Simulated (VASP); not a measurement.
Write the native input for VASP 6.6.1 that does the following.

* Task: single point
* Functional: PBEsol
* Potentials or basis: VASP PAW PBE potentials, release 64 (Al, N)
* Cutoff: 520 eV
* k mesh: 9 × 9 × 7
* Occupations: fermi-dirac, width 0.05 eV
* Spin: no spin polarisation
* Dipole correction: no
* Further INCAR settings: ALGO = Normal; EDIFF = 1e-07; NBANDS = 16

The structure of AlN lies in POSCAR:

```
AlN
1.0
    3.3557012103      0.0000000000      0.0000000000
   -1.6778506052      2.9061224957      0.0000000000
    0.0000000000      0.0000000000      4.2426688325
Al N
2 2
Direct
    0.6666666667      0.3333333333      0.2500000000
    0.3333333333      0.6666666667      0.7500000000
    0.6666666667      0.3333333333      0.7500000000
    0.3333333333      0.6666666667      0.2500000000
```

This cell differs from its parent crystal: volume scaled by 1.04.

These files were run (other wordings do the same):

INCAR

```
  PREC = Accurate
  ENCUT = 520
  EDIFF = 1E-7
  ISMEAR = -1
  SIGMA = 0.05
  LREAL = F
  LASPH = T
  NELM = 60
  ALGO = Normal
  ISIF = 2
  LWAVE = F
  LCHARG = F
  GGA = PS
  NBANDS = 16
```

KPOINTS

```
regular mesh
0
Gamma
  9 9 7
```

Potentials or basis: VASP PAW PBE potentials, release 64 (Al, N).

Launch:

```bash
$ cat potpaw_PBE.64/Al/POTCAR potpaw_PBE.64/N/POTCAR > POTCAR
$ mpirun -np 1 vasp_std > vasp.out
```

Results of the run:

```yaml
Pressure: -10.9 GPa
Band_gap_on_the_k_mesh: 2.90 eV, direct
```

Caveat: the PAW data sets were made with another functional, which shifts forces and pressure a little.

Wall time 20 s on 1 thread of AMD EPYC 7R13 Processor (Zen 3) (shared host), peak memory 0.14 GiB.
